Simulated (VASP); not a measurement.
Here is a VASP 6.6.1 calculation.

The input INCAR:

```
SYSTEM = Nb2B
PREC     = Accurate       ! precision mode
ENCUT    = 520            ! plane-wave cutoff, eV
EDIFF    = 1E-7           ! SCF threshold, eV
ISMEAR   = 0              ! smearing method
SIGMA    = 0.1            ! smearing width, eV
LREAL    = .FALSE.        ! projectors in reciprocal space
LASPH    = .TRUE.         ! aspherical terms in the spheres
NELM     = 60             ! most SCF steps
ALGO     = Normal         ! electronic algorithm
ISIF     = 2              ! what is computed and relaxed
LWAVE    = .FALSE.        ! write WAVECAR
LCHARG   = .FALSE.        ! write CHGCAR
GGA      = PE             ! functional
NBANDS   = 22             ! bands
```

File KPOINTS:

```
regular mesh
0
G
  6 6 4
  0 0 0
```

File POSCAR:

```
Nb2B
1.0
    4.3876646017     -0.0000000038      0.0000000000
   -2.1938322976      3.7998290103      0.0000000000
    0.0000000000      0.0000000000      2.6944107212
Nb B
2 1
Direct
    0.3333333333      0.6666666667      0.5000000000
    0.6666666667      0.3333333333      0.5000000000
    0.0000000000      0.0000000000      0.0000000000
```

Potentials or basis: VASP PAW PBE potentials, release 64 (Nb_sv, B).

Command:

```bash
$ cat potpaw_PBE.64/Nb_sv/POTCAR potpaw_PBE.64/B/POTCAR > POTCAR
$ mpirun -np 1 vasp_std > vasp.out
```

(1) Estimate the pressure.

## Answers

(1) -0.4 GPa.

Caveat: the k points lie up to 0.58 Å⁻¹ apart.
